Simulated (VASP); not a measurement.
Ti, 1 atom in the cell. The structure is tetragonal, space group I4/mmm (No. 139). The conventional cell has a = 2.914 Å, b = 2.914 Å, c = 3.999 Å, α = 90.00°, β = 90.00°, γ = 90.00°. Ti (site symmetry 4/mmm) has 12 Ti at 2.87 to 2.91 Å within 3.8 Å.  This cell differs from its parent crystal: strain +0.015 along x and y, -0.015 along z.

* Program: VASP 6.6.1
* Task: single point
* Functional: PBEsol
* Potentials or basis: VASP PAW PBE potentials, release 64 (Ti_sv)
* Cutoff: 520 eV
* k mesh: 20 × 20 × 20
* Occupations: gaussian, width 0.15 eV
* Spin: no spin polarisation
* Dipole correction: no
* Further INCAR settings: ALGO = Fast; EDIFF = 1e-06; NBANDS = 12

Potentials or basis: VASP PAW PBE potentials, release 64 (Ti_sv).

Launch:

```bash
$ cat potpaw_PBE.64/Ti_sv/POTCAR > POTCAR
$ mpirun -np 1 vasp_std > vasp.out
```

Hardware: 1 thread of Intel Xeon 8259CL, on a shared host.

Question: How long does it take, and how much memory?

Answer: Run time: 4.6 min on 1 thread of Intel Xeon 8259CL, with other jobs on the host, peak memory 0.25 GiB. Counts: scf iterations 20, k points 641.
